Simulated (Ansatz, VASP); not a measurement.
Two plane-wave programs on Ti

INCAR

```
ALGO = Normal
EDIFF = 1E-6
ENCUT = 520
GGA = PE
ISIF = 2
ISMEAR = 0
LASPH = True
LCHARG = False
LREAL = False
LWAVE = False
NBANDS = 19
NELM = 60
PREC = Accurate
SIGMA = 0.2
```

KPOINTS

```
k-points
0
Gamma
  12 12 7
```

Contents of POSCAR:

```
Ti
1.0
    2.9390756844      0.0000000000      0.0000000000
   -1.4695378422      2.5453142064      0.0000000000
    0.0000000000      0.0000000000      4.6559893251
Ti
2
Direct
    0.3333333333      0.6666666667      0.2500000000
    0.6666666667      0.3333333333      0.7500000000
```

Input for Ansatz:

```yaml
crystal:
  lattice:
    - [2.9390756844, 0.0, 0.0]
    - [-1.4695378422, 2.5453142064, 0.0]
    - [0.0, 0.0, 4.6559893251]
  atoms:
    - { symbol: Ti, position: [0.3333333333, 0.6666666667, 0.25] }
    - { symbol: Ti, position: [0.6666666667, 0.3333333333, 0.75] }
hamiltonian:
  xc: pbe
  pseudopotentials:
    kind: paw
    azcp:
      Ti: "pseudopotentials/Ti.paw.azcp"
basis:
  ecutwfc: 420
  fft_grid_basis: typed
kpoints:
  mp_grid: { grid: [12, 12, 7], shift: [0, 0, 0] }
magnetization:
  spin_polarized: false
scf:
  occupations: { method: gaussian, width: 0.2 }
  lower_state_search: "off"
output:
  stress: true
```

Alike in both runs: task single point; functional PBE; k mesh 12 × 12 × 7; occupations gaussian, width 0.2 eV; no spin polarisation.

|  | VASP | Ansatz |
| --- | --- | --- |
| version | VASP 6.6.1 | Ansatz 0.2.0 |
| potentials or method | VASP PAW PBE potentials, release 64 (Ti_sv), cutoff 520 eV | plane waves (420 eV) with PAW, scalar-relativistic |
| valence electrons in the cell | 24 | 24 |

```tsv
	VASP	Ansatz	Ansatz less VASP
pressure (GPa)	-0.3	-0.1	+0.24
traceless stress, the component that is largest in VASP (GPa)	-0.07	-0.06	+0.004
```

The functional is the same, so the differences come from potentials, cutoffs and numerics.
